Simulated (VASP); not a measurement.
# I (Cmce) in VASP: single point with r2SCAN

Aim: the single point of I with r2SCAN.

Program: VASP 6.6.1. These are calculated values, not measurements. Logs are shortened: lines on timing, memory, paths and dates and some standing lists are left out, and cuts for length are marked.

## Step 1: The cell of the first run

It takes space group Cmce (No. 64, orthorhombic). The conventional cell has a = 7.295 Å, b = 4.806 Å, c = 9.827 Å, α = 90.00°, β = 90.00°, γ = 90.00°. I (site symmetry m) has 3 I at 2.76 to 3.52 Å within 3.6 Å.

## Step 2: Single point, r2SCAN

Input file POSCAR:

```
I
1.0
    3.6473908059     -2.4031608851      0.0000000000
    3.6473908059      2.4031608851      0.0000000000
    0.0000000000      0.0000000000      9.8267287700
I
4
Direct
    0.8488499426      0.1511500574      0.8806600301
    0.3488499426      0.6511500574      0.6193399699
    0.1511500574      0.8488499426      0.1193399699
    0.6511500574      0.3488499426      0.3806600301
```

Input file INCAR.step1:

```
ALGO = Normal
EDIFF = 1E-4
ENCUT = 520
GGA = PE
ISMEAR = 0
LASPH = True
LCHARG = False
LREAL = False
LWAVE = True
NBANDS = 22
NELM = 100
PREC = Accurate
SIGMA = 0.05
```

Input file INCAR.step2:

```
ALGO = Normal
EDIFF = 1E-6
ENCUT = 520
ISIF = 2
ISMEAR = 0
ISTART = 1
LASPH = True
LCHARG = False
LMIXTAU = True
LREAL = False
LWAVE = False
METAGGA = R2SCAN
NBANDS = 22
NELM = 100
PREC = Accurate
SIGMA = 0.05
```

Input file KPOINTS:

```
k-points
0
Gamma
  5 5 2
```

Potentials or basis: VASP PAW PBE potentials, release 64 (I).

Launch:

```console
> cat potpaw_PBE.64/I/POTCAR > POTCAR
> cp INCAR.step1 INCAR
> mpirun -np 1 vasp_std > vasp.out
> cp INCAR.step2 INCAR
> mpirun -np 1 vasp_std > vasp.out
```

OUTCAR:

```text
EDIFF = 1E-6
   ENCUT = 520
   ISIF = 2
   ISMEAR = 0
   ISTART = 1
   LASPH = True
   LREAL = False
   METAGGA = R2SCAN
   NELM = 100
   PREC = Accurate

 ion  position               nearest neighbor table
   1  0.849  0.151  0.881-   3 2.76   2 3.52   2 3.52
   2  0.349  0.651  0.619-   4 2.76   1 3.52   1 3.52
   3  0.151  0.849  0.119-   1 2.76   4 3.52   4 3.52
   4  0.651  0.349  0.381-   2 2.76   3 3.52   3 3.52

  LATTYP: Found a base centered orthorhombic cell.
 ALAT       =     4.8063217702
 B/A-ratio  =     1.5177472422
 C/A-ratio  =     2.0445424255

  Lattice vectors:

 A1 = (  -3.6473908059,  -2.4031608851,   0.0000000000)
 A2 = (   3.6473908059,  -2.4031608851,   0.0000000000)
 A3 = (   0.0000000000,   0.0000000000,   9.8267287700)

Analysis of symmetry for initial positions (statically):
=====================================================================
 Subroutine PRICEL returns:
 Original cell was already a primitive cell.

 Routine SETGRP: Setting up the symmetry group for a
 base centered orthorhombic supercell.

 Subroutine GETGRP returns: Found  8 space group operations
 (whereof  4 operations were pure point group operations)
 out of a pool of  8 trial point group operations.

The static configuration has the point symmetry C_2h.
 The point group associated with its full space group is D_2h.

Analysis of symmetry for dynamics (positions and initial velocities):
=====================================================================
 Subroutine PRICEL returns:
 Original cell was already a primitive cell.

 Routine SETGRP: Setting up the symmetry group for a
 base centered orthorhombic supercell.

 Subroutine GETGRP returns: Found  8 space group operations
 (whereof  4 operations were pure point group operations)
 out of a pool of  8 trial point group operations.

The dynamic configuration has the point symmetry C_2h.
 The point group associated with its full space group is D_2h.

 Subroutine INISYM returns: Found  8 space group operations
 (whereof  4 operations are pure point group operations),
 and found     1 'primitive' translations

----------------------------------------------------------------------------------------

                                     Primitive cell

  volume of cell :     172.2678

  direct lattice vectors                    reciprocal lattice vectors
     3.647390806 -2.403160885  0.000000000     0.137084296 -0.208059312  0.000000000
     3.647390806  2.403160885  0.000000000     0.137084296  0.208059312  0.000000000
     0.000000000  0.000000000  9.826728770     0.000000000  0.000000000  0.101763265

  length of vectors
     4.367910476  4.367910476  9.826728770     0.249160152  0.249160152  0.101763265

  position of ions in fractional coordinates (direct lattice)
     0.848849943  0.151150057  0.880660030
     0.348849943  0.651150057  0.619339970
     0.151150057  0.848849943  0.119339970
     0.651150057  0.348849943  0.380660030

  ion indices of the primitive-cell ions
   primitive index   ion index
                 1           1
                 2           2
                 3           3
                 4           4

----------------------------------------------------------------------------------------

 KPOINTS: k-points

Automatic generation of k-mesh.
 Grid dimensions read from file:
 generate k-points for:    5    5    2

 Generating k-lattice:

  Cartesian coordinates                     Fractional coordinates (reciprocal lattice)
     0.027416859 -0.041611862  0.000000000     0.200000000  0.000000000  0.000000000
     0.027416859  0.041611862  0.000000000     0.000000000  0.200000000  0.000000000
     0.000000000  0.000000000  0.050881632     0.000000000  0.000000000  0.500000000

  Length of vectors
     0.049832030  0.049832030  0.050881632

  Shift w.r.t. Gamma in fractional coordinates (k-lattice)
     0.000000000  0.000000000  0.000000000

 Subroutine IBZKPT returns following result:
 ===========================================

 Found     18 irreducible k-points:

 Following reciprocal coordinates:
            Coordinates               Weight
  0.000000  0.000000  0.000000      1.000000
  0.200000  0.000000  0.000000      4.000000
  0.400000  0.000000  0.000000      4.000000
  0.200000  0.200000  0.000000      2.000000
  0.400000  0.200000  0.000000      4.000000
 -0.400000  0.200000  0.000000      4.000000
[... 10 lines left out ...]
  0.400000  0.400000  0.500000      2.000000
 -0.400000  0.400000  0.500000      2.000000
   k-points           NKPTS =     18   k-points in BZ     NKDIM =     18   number of bands    NBANDS=     22
   number of dos      NEDOS =    301   number of ions     NIONS =      4
   total plane-waves  NPLWV =  81920
   dimension x,y,z NGX =    32 NGY =   32 NGZ =   80
   dimension x,y,z NGXF=    64 NGYF=   64 NGZF=  160
   ions per type =               4
   NGX,Y,Z   is equivalent  to a cutoff of  12.18, 12.18, 13.53 a.u.
   NGXF,Y,Z  is equivalent  to a cutoff of  24.36, 24.36, 27.07 a.u.
 SYSTEM =  unknown system
   PREC   = accura    normal or accurate (medium, high low for compatibility)
   ISTART =      1    job   : 0-new  1-cont  2-samecut
   ICHARG =      0    charge: 1-file 2-atom 10-const
   ISPIN  =      1    spin polarized calculation?
   LNONCOLLINEAR =      F non collinear calculations
   LSORBIT =      F    spin-orbit coupling
   LASPH  =      T    aspherical Exc in radial PAW
   ENCUT  =  520.0 eV  38.22 Ry    6.18 a.u.   8.12  8.12 18.27*2*pi/ulx,y,z
   NELM   =    100;   NELMIN=  2; NELMDL=  0     # of ELM steps
   EDIFF  = 0.1E-05   stopping-criterion for ELM
   LREAL  =      F    real-space projection
   EDIFFG = 0.1E-04   stopping-criterion for IOM
   NSW    =      0    number of steps for IOM
   IBRION =     -1    ionic relax: 0-MD 1-quasi-New 2-CG
   NFREE  =      0    steps in history (QN), initial steepest desc. (CG)
   ISIF   =      2    stress and relaxation
   ISYM   =      2    0-nonsym 1-usesym 2-fastsym
   POTIM  = 0.5000    time-step for ionic-motion
   TEBEG  =    0.0;   TEEND  =   0.0 temperature during run
   PSTRESS=    0.0 pullay stress
   NELECT =      28.0000    total number of electrons
   NUPDOWN=      -1.0000    fix difference up-down
   EMIN   =  10.00;   EMAX   =-10.00  energy-range for DOS
   EFERMI =   0.00;   METHOD = LEGACY
   ISMEAR =     0;   SIGMA  =   0.05  broadening in eV -4-tet -1-fermi 0-gaus
   EFERMI_NEDOS =   21; number of points for ismear=-14 and -15
   IALGO  =     38    algorithm
   IMIX   =      4    mixing-type and parameters
     AMIX     =   0.40;   BMIX     =  1.00
     AMIX_MAG =   1.60;   BMIX_MAG =  1.00
  volume/ion in A,a.u.               =      43.07       290.63
  Fermi-wavevector in a.u.,A,eV,Ry     =   0.893428  1.688334 10.860351  0.798213
  Thomas-Fermi vector in A             =   2.015504
   LORBIT       =      0    0 simple, 1 ext, 2 COOP (PROOUT), +10 PAW based schemes
   METAGGA = R2SCAN    functional components
   LHFCALC =     F    Hartree Fock is set to
   AEXX    =    0.0000 exact exchange contribution
   IVDW    =     0    specifies the selected vdW correction
   LEPSILON=     F    determine dielectric tensor
   LRPA    =     F    only Hartree local field effects (RPA)
 non-spin polarized calculation
 Gauss-broadening in eV      SIGMA  =   0.05
  energy-cutoff  :      520.00
  volume of cell :      172.27
 maximum number of plane-waves:      4671
   NGX = 17   NGY = 17   NGZ = 37

 number of electron      27.9999999 magnetization

 Free energy of the ion-electron system (eV)
  ---------------------------------------------------
  ext. energy  EPLUGINS =         0.00000000
  ---------------------------------------------------
  free energy    TOTEN  =       -98.19679967 eV

  energy without entropy =      -98.19679967  energy(sigma->0) =      -98.19679967

 E-fermi :   2.2776     XC(G=0):  -8.3663

 val. band max:        2.0598231000   @ k =   0.0000   0.0000   0.0000
 cond. band min:       3.4201113656   @ k =   0.4000   0.4000   0.0000
 fundamental gap:      1.3602882657
 Fermi energy:         2.2775557463

 k-point     1 :       0.0000    0.0000    0.0000
  band No.  band energies     occupation
      1     -11.7183      2.00000
      2     -11.1486      2.00000
      3      -9.8506      2.00000
      4      -8.7664      2.00000
      5      -2.4192      2.00000
      6      -1.0170      2.00000
[... 14 lines left out ...]
     21      10.0109      0.00000
     22      10.1323      0.00000

 k-point     2 :       0.2000    0.0000    0.0000
  band No.  band energies     occupation
      1     -11.5884      2.00000
      2     -11.1099      2.00000
      3      -9.7440      2.00000
      4      -8.8748      2.00000
      5      -2.3995      2.00000
      6      -1.3946      2.00000
[... 14 lines left out ...]
     21       9.7355      0.00000
     22      10.2346      0.00000

 k-point     3 :       0.4000    0.0000    0.0000
  band No.  band energies     occupation
      1     -11.2999      2.00000
      2     -11.1042      2.00000
      3      -9.4806      2.00000
      4      -9.1562      2.00000
      5      -2.4428      2.00000
      6      -2.1595      2.00000
[... 14 lines left out ...]
     21      10.5131      0.00000
     22      11.3558      0.00000
[... 326 lines left out ...]
 k-point    17 :       0.4000    0.4000    0.5000
  band No.  band energies     occupation
      1     -11.2245      2.00000
      2     -11.2245      2.00000
      3      -9.1257      2.00000
      4      -9.1257      2.00000
      5      -1.8031      2.00000
      6      -1.8031      2.00000
[... 14 lines left out ...]
     21      10.0584      0.00000
     22      10.0584      0.00000

 k-point    18 :      -0.4000    0.4000    0.5000
  band No.  band energies     occupation
      1     -11.1638      2.00000
      2     -11.1638      2.00000
      3      -9.1719      2.00000
      4      -9.1719      2.00000
      5      -1.9430      2.00000
      6      -1.9430      2.00000
[... 14 lines left out ...]
     21      10.0048      0.00000
     22      10.0048      0.00000

------------------------ aborting loop because EDIFF is reached ----------------------------------------

  FORCE on cell =-STRESS in cart. coord.  units (eV):
  Direction    XX          YY          ZZ          XY          YZ          ZX
  --------------------------------------------------------------------------------------
  -------------------------------------------------------------------------------------
  Total        0.6517285     -0.3238155     -0.4625093      0.0000000      0.0000000      0.0000000
  in kB        6.0614032     -3.0116472     -4.3015698      0.0000000      0.0000000      0.0000000
  external PRESSURE =      -0.4172713 kB  Pullay stress =       0.0000000 kB

 VOLUME and BASIS-vectors are now :
 -----------------------------------------------------------------------------
  energy-cutoff  :      520.00
  volume of cell :      172.27
      direct lattice vectors                 reciprocal lattice vectors
     3.647390806 -2.403160885  0.000000000     0.137084296 -0.208059312  0.000000000
     3.647390806  2.403160885  0.000000000     0.137084296  0.208059312  0.000000000
     0.000000000  0.000000000  9.826728770     0.000000000  0.000000000  0.101763265

 POSITION                                       TOTAL-FORCE (eV/Angst)
 -----------------------------------------------------------------------------------
      3.64739     -1.67669      8.65401         0.000000     -0.002887      0.002391
      3.64739      0.72648      6.08609         0.000000     -0.002887     -0.002391
      3.64739      1.67669      1.17272         0.000000      0.002887     -0.002391
      3.64739     -0.72648      3.74064         0.000000      0.002887      0.002391
 -----------------------------------------------------------------------------------
    total drift:                               -0.000000     -0.000000      0.000000

  FREE ENERGIE OF THE ION-ELECTRON SYSTEM (eV)
  ---------------------------------------------------
  free  energy   TOTEN  =       -98.1967996695 eV

  energy  without entropy=      -98.1967996695  energy(sigma->0) =      -98.19679967
```

Wall time 3.7 min (1 thread of Intel Xeon 8259CL, shared host); peak memory 0.32 GiB.

Results:

```
Free energy            : -98.1968 eV
Pressure               : 0.0 GPa
Largest force          : 0.004 eV/Å
Band gap on the k mesh : 1.36 eV (least direct gap 1.46 eV)
```

Forces in eV/Å, atoms in the order of the input:
```
I    0.000 -0.003  0.002
I    0.000 -0.003 -0.002
I    0.000  0.003 -0.002
I    0.000  0.003  0.002
```

Levels at points of the mesh, in eV from the valence-band top:
```
           k point  band 12  band 13  band 14  band 15  band 16  band 17
(0.00, 0.00, 0.00)    -0.44    -0.09     0.00     1.46     2.24     5.78
(0.00, 0.00, 0.50)    -0.89    -0.04    -0.04     1.71     1.71     6.36
```

Caveat: the PAW data sets were made with another functional, which shifts forces and pressure a little; spin-orbit coupling is left out, which moves the levels of the heavy elements; an odd mesh through Γ misses points on the zone boundary, where band edges can lie.
